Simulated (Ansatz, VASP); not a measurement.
**Bi in VASP and in Ansatz**

```
Bi
1.0
     2.57124    0.00000    0.00000
     0.00000    2.57124    0.00000
     0.00000    0.00000    2.57124
Bi
1
Direct
  0.00000 0.00000 0.00000
```

Change from the starting cell: volume scaled by 0.52, LAPW.

Alike in both runs: task single point; functional LDA; k mesh 12 × 12 × 12; occupations fermi-dirac, width 0.05 eV; no spin polarisation.

|  | VASP | Ansatz |
| --- | --- | --- |
| version | VASP 6.6.1 | Ansatz 0.2.0 |
| potentials or method | VASP PAW LDA potentials, release 64 (Bi_d), cutoff 520 eV | all-electron LAPW, scalar-relativistic |

Ansatz gave:

| Item | Value |
| --- | --- |
| pressure (GPa) | 169.1 |

**Question.** Which values does VASP return?

**Answer.** Pressure (GPa): 170.3.

LDA's correlation is that of Perdew and Zunger in VASP and of Perdew and Wang (1992) in Ansatz. Both programs put the cell under a high pressure, so it lies far from rest at this level. Ansatz ran all-electron here, and VASP with PAW potentials.

Spin-orbit coupling is off throughout. Noted on VASP's run: the cell as given lies far from equilibrium.
